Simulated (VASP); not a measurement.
# C: single point with r2SCAN

Crystal: C.

```
C
1.0
     2.50320    0.00000    0.00000
    -1.25160    2.16783    0.00000
     0.00000    0.00000    4.16887
C
4
Direct
  0.33333 0.66667 0.00023
  0.66667 0.33333 0.50023
  0.33333 0.66667 0.37477
  0.66667 0.33333 0.87477
```

* Program: VASP 6.6.1
* Task: single point
* Functional: r2SCAN
* Potentials or basis: VASP PAW PBE potentials, release 64 (C)
* Cutoff: 520 eV
* k mesh: 12 × 12 × 6
* Occupations: fermi-dirac, width 0.02 eV
* Spin: no spin polarisation
* Dipole correction: no
* Further INCAR settings: ALGO = Normal; EDIFF = 1e-07; NBANDS = 16

The pressure is 1.1 GPa, the largest force is 0.010 eV/Å and the band gap on the k mesh is 3.56 eV, indirect (least direct gap 5.19 eV).

Forces on the atoms (eV/Å):
```
C    0.000  0.000  0.010
C    0.000  0.000  0.010
C    0.000  0.000 -0.010
C    0.000  0.000 -0.010
```

Levels at points of the mesh, in eV from the valence-band top:
| k point | band 4 | band 5 | band 6 | band 7 | band 8 | band 9 | band 10 | band 11 | band 12 | band 13 |
| --- | --- | --- | --- | --- | --- | --- | --- | --- | --- | --- |
| (0.00, 0.00, 0.00) | -3.28 | -3.28 | -0.50 | 0.00 | 0.00 | 5.19 | 5.19 | 5.58 | 8.47 | 10.03 |
| (0.50, 0.00, 0.00) | -10.66 | -9.77 | -6.85 | -6.24 | -3.35 | 4.72 | 8.58 | 8.72 | 8.81 | 11.42 |
| (0.00, 0.00, 0.50) | -7.49 | -1.97 | -1.97 | -1.97 | -1.97 | 7.62 | 7.62 | 7.62 | 7.62 | 8.07 |
| (0.50, 0.00, 0.50) | -13.73 | -5.41 | -5.41 | -5.13 | -5.13 | 6.19 | 6.19 | 6.82 | 6.82 | 13.22 |

Run time: 90 s on 1 thread of Intel(R) Xeon(R) Platinum 8375C CPU @ 2.90GHz (Ice Lake) (shared host), peak memory 0.14 GiB.

Caveat: the PAW data sets were made with another functional, which shifts forces and pressure a little. r2SCAN opens gaps a little over a GGA but as a rule still falls short of measured ones.
